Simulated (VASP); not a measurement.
Write the native input for VASP 6.6.1 that does the following.

```
Task                   : single point
Functional             : PBE
Potentials or basis    : VASP PAW PBE potentials, release 64 (Ta_pv, Si)
Cutoff                 : 520 eV
k mesh                 : 4 × 4 × 3
Occupations            : gaussian, width 0.2 eV
Spin                   : no spin polarisation
Dipole correction      : no
Further INCAR settings : ALGO = Normal; EDIFF = 1e-06; NBANDS = 38
```

The structure of TaSi2 lies in POSCAR:

```
TaSi2
1.0
    4.8048140515      0.0000000000      0.0000000000
   -2.4024070258      4.1610910291      0.0000000000
    0.0000000000      0.0000000000      6.6017253028
Ta Si
3 6
Direct
    0.5000000000      0.0000000000      0.5000000000
    0.0000000000      0.5000000000      0.1666666667
    0.5000000000      0.5000000000      0.8333333333
    0.1589464612      0.3178929224      0.5000000000
    0.3178929224      0.1589464612      0.1666666667
    0.8410535388      0.1589464612      0.8333333333
    0.8410535388      0.6821070776      0.5000000000
    0.6821070776      0.8410535388      0.1666666667
    0.1589464612      0.8410535388      0.8333333333
```

The input as run:

INCAR

```
  PREC = Accurate
  ENCUT = 520
  EDIFF = 1E-6
  ISMEAR = 0
  SIGMA = 0.2
  LREAL = F
  LASPH = T
  NELM = 100
  ALGO = Normal
  ISIF = 2
  LWAVE = F
  LCHARG = F
  GGA = PE
  NBANDS = 38
```

KPOINTS

```
Automatic mesh
0
Gamma
  4 4 3
```

Potentials or basis: VASP PAW PBE potentials, release 64 (Ta_pv, Si).

Command:

```bash
$ cat potpaw_PBE.64/Ta_pv/POTCAR potpaw_PBE.64/Si/POTCAR > POTCAR
$ mpirun -np 1 vasp_std > vasp.out
```

It gave:

- Pressure: 0.1 GPa
- Largest force: 0.012 eV/Å
- Band gap on the k mesh: zero (an odd number of electrons rules out a gap without spin polarisation)

Caveat: the k points lie up to 0.38 Å⁻¹ apart, too coarse for converged energies and pressures of a metal; spin-orbit coupling is left out, which moves the levels of the heavy elements.

Wall time 50 s on 1 thread of Intel(R) Xeon(R) 6975P-C (Granite Rapids) (shared host), peak memory 0.24 GiB.
